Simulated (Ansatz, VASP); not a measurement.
# Two plane-wave programs on TiSi

INCAR

```
SYSTEM = TiSi
PREC = Accurate
ENCUT = 500
EDIFF = 1E-7
ISMEAR = -1
SIGMA = 0.1
LREAL = .FALSE.
LASPH = .TRUE.
NELM = 120
ALGO = Normal
ISIF = 3
LWAVE = .FALSE.
LCHARG = .FALSE.
GGA = PS
IBRION = 2
NSW = 60
EDIFFG = -0.005
GGA_COMPAT = .FALSE.
NELMIN = 4
```

File KPOINTS:

```
regular mesh
0
G
  13 13 13
  0 0 0
```

Contents of POSCAR:

```
TiSi
1.0
    0.0000000000      2.5539218996      2.5539218996
    2.5539218996      0.0000000000      2.5539218996
    2.5539218996      2.5539218996      0.0000000000
Ti Si
1 1
Direct
    0.0000000000      0.0000000000      0.0000000000
    0.5000000000      0.5000000000      0.5000000000
```

Input for Ansatz:

```yaml
crystal:
  lattice:
    - [0.0, 2.5539218996, 2.5539218996]
    - [2.5539218996, 0.0, 2.5539218996]
    - [2.5539218996, 2.5539218996, 0.0]
  atoms:
    - { symbol: Ti, position: [0.0, 0.0, 0.0] }
    - { symbol: Si, position: [0.5, 0.5, 0.5] }
kpoints:
  mp_grid: { grid: [13, 13, 13] }
scf:
  occupations: { method: fermi_dirac, width: 0.1 }
hamiltonian:
  xc: pbesol
  pseudopotentials: { kind: paw }
output:
  forces: true
  stress: true
relax:
  f_tol: 0.005
  max_steps: 40
  cell: {}
```

Alike in both runs: task relaxation of cell and atoms; functional PBEsol; k mesh 13 × 13 × 13; occupations fermi-dirac, width 0.1 eV; no spin polarisation.

|  | VASP | Ansatz |
| --- | --- | --- |
| version | VASP 6.6.1 | Ansatz 0.2.0 |
| potentials or method | VASP PAW PBE potentials, release 64 (Ti_sv, Si) | PAW with Ansatz's default frozen-core files, scalar-relativistic |
| plane-wave cutoff (eV) | 500 | 420 |
| valence electrons in the cell | 16 | 16 |

```csv
,VASP,Ansatz,Ansatz less VASP
relaxed volume (Å³/atom),16.00,15.98,-0.015
relaxed cell length with the largest relative difference (Å),3.563,3.562,-0.0011
```

VASP's potentials were made for PBE, not for PBEsol.
